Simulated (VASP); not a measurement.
# BN (R3m) in VASP: a series of runs

The runs below take BN through single point, with PBE.

Everything below comes from runs of VASP 6.6.1. Logs are shortened: lines on timing, memory, paths and dates and some standing lists are left out, and cuts for length are marked.

## Step 1: The cell of the first run

It takes space group R3m (No. 160, trigonal). The conventional cell has a = 2.543 Å, b = 2.543 Å, c = 6.324 Å, α = 90.00°, β = 90.00°, γ = 120.00°. Within 2.1 Å of B (site symmetry 3m) lie 4 N at 1.56 to 1.58 Å. Within 2.1 Å of N (site symmetry 3m) lie 4 B at 1.56 to 1.58 Å.

## Step 2: Single point, PBE (equal xy, yz and zx shear strains of +1 %)

Contents of INCAR:

```
ALGO = Normal
EDIFF = 1E-6
ENCUT = 520
GGA = PE
ISIF = 2
ISMEAR = -1
LASPH = True
LCHARG = False
LREAL = False
LWAVE = False
NBANDS = 11
NELM = 60
PREC = Accurate
SIGMA = 0.03
```

Contents of KPOINTS:

```
k-points
0
Gamma
  13 13 13
```

Contents of POSCAR:

```
BN
1.0
    0.0180750000      1.8165375000      1.8165375000
    1.8165375000      0.0180750000      1.8165375000
    1.8165375000      1.8165375000      0.0180750000
B N
1 1
Direct
    0.0000000000      0.0000000000      0.0000000000
    0.7500000000      0.7500000000      0.7500000000
```

Potentials or basis: VASP PAW PBE potentials, release 64 (B, N).

Launch:

```
cat potpaw_PBE.64/B/POTCAR potpaw_PBE.64/N/POTCAR > POTCAR
mpirun -np 1 vasp_std > vasp.out
```

OUTCAR:

```text
EDIFF = 1E-6
   ENCUT = 520
   GGA = PE
   ISIF = 2
   ISMEAR = -1
   LASPH = True
   LREAL = False
   NELM = 60
   PREC = Accurate

 ion  position               nearest neighbor table
   1  0.000  0.000  0.000-   2 1.56   2 1.56   2 1.56   2 1.58
   2  0.750  0.750  0.750-   1 1.56   1 1.56   1 1.56   1 1.58

  LATTYP: Found a trigonal (rhomboedric) cell.
 ALAT       =     2.5690355551
 COS(alpha) =     0.5099250056

  Lattice vectors:

 A1 = (   0.0180750000,   1.8165375000,   1.8165375000)
 A2 = (   1.8165375000,   0.0180750000,   1.8165375000)
 A3 = (   1.8165375000,   1.8165375000,   0.0180750000)

Analysis of symmetry for initial positions (statically):
=====================================================================
 Subroutine PRICEL returns:
 Original cell was already a primitive cell.

 Routine SETGRP: Setting up the symmetry group for a
 trigonal (rhombohedral) supercell.

 Subroutine GETGRP returns: Found  6 space group operations
 (whereof  6 operations were pure point group operations)
 out of a pool of 12 trial point group operations.

The static configuration has the point symmetry C_3v.

Analysis of symmetry for dynamics (positions and initial velocities):
=====================================================================
 Subroutine PRICEL returns:
 Original cell was already a primitive cell.

 Routine SETGRP: Setting up the symmetry group for a
 trigonal (rhombohedral) supercell.

 Subroutine GETGRP returns: Found  6 space group operations
 (whereof  6 operations were pure point group operations)
 out of a pool of 12 trial point group operations.

The dynamic configuration has the point symmetry C_3v.

 Subroutine INISYM returns: Found  6 space group operations
 (whereof  6 operations are pure point group operations),
 and found     1 'primitive' translations

----------------------------------------------------------------------------------------

                                     Primitive cell

  volume of cell :      11.8095

  direct lattice vectors                    reciprocal lattice vectors
     0.018075000  1.816537500  1.816537500    -0.279391562  0.276638936  0.276638936
     1.816537500  0.018075000  1.816537500     0.276638936 -0.279391562  0.276638936
     1.816537500  1.816537500  0.018075000     0.276638936  0.276638936 -0.279391562

  length of vectors
     2.569035555  2.569035555  2.569035555     0.480747176  0.480747176  0.480747176

  position of ions in fractional coordinates (direct lattice)
     0.000000000  0.000000000  0.000000000
     0.750000000  0.750000000  0.750000000

  ion indices of the primitive-cell ions
   primitive index   ion index
                 1           1
                 2           2

----------------------------------------------------------------------------------------

 KPOINTS: k-points

Automatic generation of k-mesh.
 Grid dimensions read from file:
 generate k-points for:   13   13   13

 Generating k-lattice:

  Cartesian coordinates                     Fractional coordinates (reciprocal lattice)
    -0.021491659  0.021279918  0.021279918     0.076923077  0.000000000  0.000000000
     0.021279918 -0.021491659  0.021279918     0.000000000  0.076923077  0.000000000
     0.021279918  0.021279918 -0.021491659     0.000000000  0.000000000  0.076923077

  Length of vectors
     0.036980552  0.036980552  0.036980552

  Shift w.r.t. Gamma in fractional coordinates (k-lattice)
     0.000000000  0.000000000  0.000000000

 Subroutine IBZKPT returns following result:
 ===========================================

 Found    231 irreducible k-points:

 Following reciprocal coordinates:
            Coordinates               Weight
  0.000000  0.000000  0.000000      1.000000
  0.076923 -0.000000 -0.000000      6.000000
  0.153846  0.000000  0.000000      6.000000
  0.230769  0.000000 -0.000000      6.000000
  0.307692  0.000000  0.000000      6.000000
  0.384615  0.000000  0.000000      6.000000
[... 16 lines left out ...]
  0.384615  0.153846  0.000000     12.000000
  0.461538  0.153846  0.000000     12.000000
 [... further k-points ...]
   k-points           NKPTS =    231   k-points in BZ     NKDIM =    231   number of bands    NBANDS=     11
   number of dos      NEDOS =    301   number of ions     NIONS =      2
   total plane-waves  NPLWV =   8000
   dimension x,y,z NGX =    20 NGY =   20 NGZ =   20
   dimension x,y,z NGXF=    40 NGYF=   40 NGZF=   40
   ions per type =               1   1
   NGX,Y,Z   is equivalent  to a cutoff of  12.94, 12.94, 12.94 a.u.
   NGXF,Y,Z  is equivalent  to a cutoff of  25.88, 25.88, 25.88 a.u.
 SYSTEM =  unknown system
   PREC   = accura    normal or accurate (medium, high low for compatibility)
   ISTART =      0    job   : 0-new  1-cont  2-samecut
   ICHARG =      2    charge: 1-file 2-atom 10-const
   ISPIN  =      1    spin polarized calculation?
   LNONCOLLINEAR =      F non collinear calculations
   LSORBIT =      F    spin-orbit coupling
   LASPH  =      T    aspherical Exc in radial PAW
   ENCUT  =  520.0 eV  38.22 Ry    6.18 a.u.   4.78  4.78  4.78*2*pi/ulx,y,z
   NELM   =     60;   NELMIN=  2; NELMDL= -5     # of ELM steps
   EDIFF  = 0.1E-05   stopping-criterion for ELM
   LREAL  =      F    real-space projection
   EDIFFG = 0.1E-04   stopping-criterion for IOM
   NSW    =      0    number of steps for IOM
   IBRION =     -1    ionic relax: 0-MD 1-quasi-New 2-CG
   NFREE  =      0    steps in history (QN), initial steepest desc. (CG)
   ISIF   =      2    stress and relaxation
   ISYM   =      2    0-nonsym 1-usesym 2-fastsym
   POTIM  = 0.5000    time-step for ionic-motion
   TEBEG  =    0.0;   TEEND  =   0.0 temperature during run
   PSTRESS=    0.0 pullay stress
   NELECT =       8.0000    total number of electrons
   NUPDOWN=      -1.0000    fix difference up-down
   EMIN   =  10.00;   EMAX   =-10.00  energy-range for DOS
   EFERMI =   0.00;   METHOD = LEGACY
   ISMEAR =    -1;   SIGMA  =   0.03  broadening in eV -4-tet -1-fermi 0-gaus
   EFERMI_NEDOS =   21; number of points for ismear=-14 and -15
   IALGO  =     38    algorithm
   IMIX   =      4    mixing-type and parameters
     AMIX     =   0.40;   BMIX     =  1.00
     AMIX_MAG =   1.60;   BMIX_MAG =  1.00
  volume/ion in A,a.u.               =       5.90        39.85
  Fermi-wavevector in a.u.,A,eV,Ry     =   1.437785  2.717020 28.126321  2.067226
  Thomas-Fermi vector in A             =   2.556824
   LORBIT       =      0    0 simple, 1 ext, 2 COOP (PROOUT), +10 PAW based schemes
   GGA     = PE    functional components
   LHFCALC =     F    Hartree Fock is set to
   AEXX    =    0.0000 exact exchange contribution
   IVDW    =     0    specifies the selected vdW correction
   LEPSILON=     F    determine dielectric tensor
   LRPA    =     F    only Hartree local field effects (RPA)
 non-spin polarized calculation
  energy-cutoff  :      520.00
  volume of cell :       11.81
 maximum number of plane-waves:       331
   NGX =  9   NGY =  9   NGZ =  9

 number of electron       7.9999999 magnetization

 Free energy of the ion-electron system (eV)
  ---------------------------------------------------
  ext. energy  EPLUGINS =         0.00000000
  ---------------------------------------------------
  free energy    TOTEN  =       -17.44479853 eV

  energy without entropy =      -17.44479853  energy(sigma->0) =      -17.44479853

 E-fermi :   8.1049     XC(G=0): -12.8223

 val. band max:        7.4246497626   @ k =   0.0000   0.0000   0.0000
 cond. band min:      11.9321112420   @ k =   0.4615   0.4615   0.0000
 fundamental gap:      4.5074614794
 Fermi energy:         8.1049025725

 k-point     1 :       0.0000    0.0000    0.0000
  band No.  band energies     occupation
      1     -12.8285      2.00000
      2       7.3605      2.00000
      3       7.4246      2.00000
      4       7.4246      2.00000
      5      15.8937      0.00000
      6      16.3587      0.00000
      7      16.3587      0.00000
      8      17.8236      0.00000
      9      32.1566      0.00000
     10      35.1770      0.00000
     11      35.1770      0.00000

 k-point     2 :       0.0769   -0.0000   -0.0000
  band No.  band energies     occupation
      1     -12.6833      2.00000
      2       6.6407      2.00000
      3       7.2122      2.00000
      4       7.2639      2.00000
      5      16.0949      0.00000
      6      16.5381      0.00000
      7      16.5976      0.00000
      8      18.3340      0.00000
      9      31.9669      0.00000
     10      33.0154      0.00000
     11      33.1848      0.00000

 k-point     3 :       0.1538    0.0000    0.0000
  band No.  band energies     occupation
      1     -12.2522      2.00000
      2       4.7916      2.00000
      3       6.8221      2.00000
      4       6.8618      2.00000
      5      16.5012      0.00000
      6      16.9590      0.00000
      7      17.1712      0.00000
      8      19.5321      0.00000
      9      31.2944      0.00000
     10      31.5811      0.00000
     11      31.6667      0.00000

 k-point     4 :       0.2308    0.0000   -0.0000
  band No.  band energies     occupation
      1     -11.5513      2.00000
      2       2.5414      2.00000
      3       6.3536      2.00000
      4       6.3756      2.00000
      5      16.8368      0.00000
      6      17.4982      0.00000
      7      17.7644      0.00000
      8      20.7834      0.00000
      9      30.6693      0.00000
     10      31.0117      0.00000
     11      31.1176      0.00000
[... 239 lines left out ...]
 k-point    22 :       0.3077    0.1538   -0.0000
  band No.  band energies     occupation
      1     -10.7902      2.00000
      2       1.9320      2.00000
      3       4.7904      2.00000
      4       5.2511      2.00000
      5      15.5460      0.00000
      6      19.3900      0.00000
      7      19.7831      0.00000
      8      20.3272      0.00000
      9      26.7876      0.00000
     10      33.7499      0.00000
     11      35.0318      0.00000

 k-point    23 :       0.3846    0.1538    0.0000
  band No.  band energies     occupation
      1      -9.8295      2.00000
      2      -0.0999      2.00000
      3       4.5447      2.00000
      4       4.6705      2.00000
      5      15.9125      0.00000
      6      19.5525      0.00000
      7      19.9995      0.00000
      8      21.0843      0.00000
      9      27.6818      0.00000
     10      33.5226      0.00000
     11      35.2869      0.00000

 k-point    24 :       0.4615    0.1538    0.0000
  band No.  band energies     occupation
      1      -8.8279      2.00000
      2      -1.8260      2.00000
      3       4.1089      2.00000
      4       4.5204      2.00000
      5      16.2092      0.00000
      6      19.4885      0.00000
      7      19.8870      0.00000
      8      22.2287      0.00000
      9      28.3094      0.00000
     10      33.6314      0.00000
     11      35.2761      0.00000

 [... further k-points ...]
[... 5 lines left out ...]
  --------------------------------------------------------------------------------------
  -------------------------------------------------------------------------------------
  Total        0.2532254      0.2532254      0.2532254     -0.3323621     -0.3323621     -0.3323621
  in kB       34.3546441     34.3546441     34.3546441    -45.0909756    -45.0909756    -45.0909756
  external PRESSURE =      34.3546441 kB  Pullay stress =       0.0000000 kB

 VOLUME and BASIS-vectors are now :
 -----------------------------------------------------------------------------
  energy-cutoff  :      520.00
  volume of cell :       11.81
      direct lattice vectors                 reciprocal lattice vectors
     0.018075000  1.816537500  1.816537500    -0.279391562  0.276638936  0.276638936
     1.816537500  0.018075000  1.816537500     0.276638936 -0.279391562  0.276638936
     1.816537500  1.816537500  0.018075000     0.276638936  0.276638936 -0.279391562

 POSITION                                       TOTAL-FORCE (eV/Angst)
 -----------------------------------------------------------------------------------
      0.00000      0.00000      0.00000        -0.012562     -0.012562     -0.012562
      2.73836      2.73836      2.73836         0.012562      0.012562      0.012562
 -----------------------------------------------------------------------------------
    total drift:                                0.000000      0.000000      0.000000

  FREE ENERGIE OF THE ION-ELECTRON SYSTEM (eV)
  ---------------------------------------------------
  free  energy   TOTEN  =       -17.4447985328 eV

  energy  without entropy=      -17.4447985328  energy(sigma->0) =      -17.44479853
```

Run time: 42 s. Hardware: 1 thread of AMD EPYC 7R13, shared host; peak memory 0.11 GiB.

What came out:

```
Free energy            : -17.4448 eV
Pressure               : 3.4 GPa
Largest force          : 0.022 eV/Å
Band gap on the k mesh : 4.51 eV, indirect (least direct gap 8.47 eV)
```

Forces on the atoms (eV/Å):
```
B   -0.013 -0.013 -0.013
N    0.013  0.013  0.013
```

Caveat: the cell differs from its parent crystal (equal xy, yz and zx shear strains of +1 %).

## Step 3: Single point, PBE (equal xy, yz and zx shear strains of +3 %)

Contents of INCAR:

```
SYSTEM = BN
PREC = Accurate ; ENCUT = 520
EDIFF = 1E-6 ; ISMEAR = -1
SIGMA = 0.03 ; LREAL = .False.
LASPH = .True. ; NELM = 80
ALGO = Normal ; ISIF = 2
LWAVE = .False. ; LCHARG = .True.
GGA = PE ; LELF = .True.
LVHAR = .True. ; NBANDS = 11
```

Contents of KPOINTS:

```
regular mesh
0
Gamma
  13 13 13
  0 0 0
```

Contents of POSCAR:

```
BN
1.0
    0.0542250000      1.8346125000      1.8346125000
    1.8346125000      0.0542250000      1.8346125000
    1.8346125000      1.8346125000      0.0542250000
B N
1 1
Direct
    0.0000000000      0.0000000000      0.0000000000
    0.7500000000      0.7500000000      0.7500000000
```

Potentials or basis: VASP PAW PBE potentials, release 64 (B, N).

Launch:

```
cat potpaw_PBE.64/B/POTCAR potpaw_PBE.64/N/POTCAR > POTCAR
mpirun -np 1 vasp_std > vasp.out
```

Run time: 35 s. Hardware: 1 thread of AMD EPYC 7R13, shared host; peak memory 0.11 GiB.

The run converged. Its results:

- Free energy: -17.4056 eV
- Pressure: 4.5 GPa
- Largest force: 0.004 eV/Å
- Band gap on the k mesh: 4.41 eV, indirect (least direct gap 7.58 eV)

Forces in eV/Å, atoms in the order of the input:
```
B   -0.002 -0.002 -0.002
N    0.002  0.002  0.002
```

Stress tensor (GPa, compression positive):
```
  4.51 -13.29 -13.29
-13.29   4.51 -13.29
-13.29 -13.29   4.51
```

Levels at points of the mesh, in eV from the valence-band top:
| k point | band 1 | band 2 | band 3 | band 4 | band 5 | band 6 | band 7 | band 8 |
| --- | --- | --- | --- | --- | --- | --- | --- | --- |
| (0.00, 0.00, 0.00) | -20.32 | -0.23 | 0.00 | 0.00 | 7.58 | 9.16 | 9.16 | 10.71 |

Caveat: the cell differs from its parent crystal (equal xy, yz and zx shear strains of +3 %). A k mesh can miss the band edges.
